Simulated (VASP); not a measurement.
Here is a VASP 6.6.1 calculation.

File INCAR:

```
SYSTEM = CsBr
  PREC = Accurate
  ENCUT = 500
  EDIFF = 1E-8
  ISMEAR = 0
  SIGMA = 0.01
  LREAL = .False.
  LASPH = .True.
  NELM = 120
  ALGO = Normal
  ISIF = 3
  LWAVE = .False.
  LCHARG = .False.
  GGA = PS
  NBANDS = 15
  IBRION = 6
  NFREE = 2
  POTIM = 0.015
  NSW = 1
  GGA_COMPAT = .False.
```

Contents of KPOINTS:

```
regular mesh
0
Gamma
  6 6 6
  0 0 0
```

The input POSCAR:

```
CsBr
1.0
    4.1656280334      0.0000000000      0.0000000000
    0.0000000000      4.1656280334      0.0000000000
    0.0000000000      0.0000000000      4.1656280334
Cs Br
1 1
Direct
    0.0000000000      0.0000000000      0.0000000000
    0.5000000000      0.5000000000      0.5000000000
```

Potentials or basis: VASP PAW PBE potentials, release 64 (Cs_sv, Br).

Launch:

```console
$ cat potpaw_PBE.64/Cs_sv/POTCAR potpaw_PBE.64/Br/POTCAR > POTCAR
$ mpirun -np 1 vasp_std > vasp.out
```

(1) Estimate the elastic constants C11, C12, C44.

(2) Estimate the Voigt bulk modulus.

(3) Predict the highest phonon frequency at Γ, LO-TO splitting left out.

Results:

(1) 36, 12, 12 GPa.

(2) 20 GPa.

(3) 82 cm⁻¹.

Caveat: the cell is under stress, which shifts elastic constants; the PAW data sets were made with another functional, which shifts forces and pressure a little.
